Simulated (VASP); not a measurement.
**AlRu: single point with PBE**

Crystal: AlRu.

```
Al Ru
1.0
     2.95911    0.00000    0.00000
     0.00000    2.95911    0.00000
     0.00000    0.00000    3.03121
Al Ru
1 1
Direct
  0.00000 0.00000 0.00000
  0.50000 0.50000 0.50000
```

This cell differs from its parent crystal: biaxial strain in the a-b plane: -1.5 %.

```json
{"Program": "VASP 6.6.1", "Task": "single point", "Functional": "PBE", "Potentials or basis": "VASP PAW PBE potentials, release 64 (Al, Ru_pv)", "Cutoff": "520 eV", "k mesh": "18 × 18 × 18", "Occupations": "gaussian, width 0.1 eV", "Spin": "no spin polarisation"}
```

* Pressure: 4.5 GPa

Stress tensor (GPa, compression positive):
```
5.91 0.00 0.00
0.00 5.91 0.00
0.00 0.00 1.55
```

Levels at points of the mesh, in eV from the Fermi level:
| k point | band 6 | band 7 | band 8 | band 9 | band 10 | band 11 | band 12 | band 13 |
| --- | --- | --- | --- | --- | --- | --- | --- | --- |
| (0.00, 0.00, 0.00) | -3.60 | 0.13 | 0.13 | 0.29 | 5.64 | 6.37 | 6.37 | 10.98 |
| (0.50, 0.00, 0.00) | -2.77 | -1.81 | -1.53 | 0.41 | 2.47 | 7.43 | 10.67 | 11.29 |
| (0.50, 0.50, 0.00) | -1.33 | -1.33 | -1.28 | -1.28 | 1.67 | 5.59 | 6.42 | 10.30 |
| (0.00, 0.00, 0.50) | -2.86 | -1.52 | -1.52 | 0.51 | 2.05 | 7.47 | 11.29 | 11.29 |
| (0.50, 0.00, 0.50) | -1.50 | -1.33 | -1.14 | -1.07 | 1.49 | 5.28 | 6.27 | 10.86 |
| (0.50, 0.50, 0.50) | -4.67 | 1.56 | 1.74 | 2.63 | 4.06 | 4.22 | 4.22 | 8.50 |

It took 110 s on 1 thread of Intel Xeon 6975P-C, with other jobs on the host, peak memory 0.33 GiB.

Caveat: the cell differs from its parent crystal (biaxial strain in the a-b plane: -1.5 %).
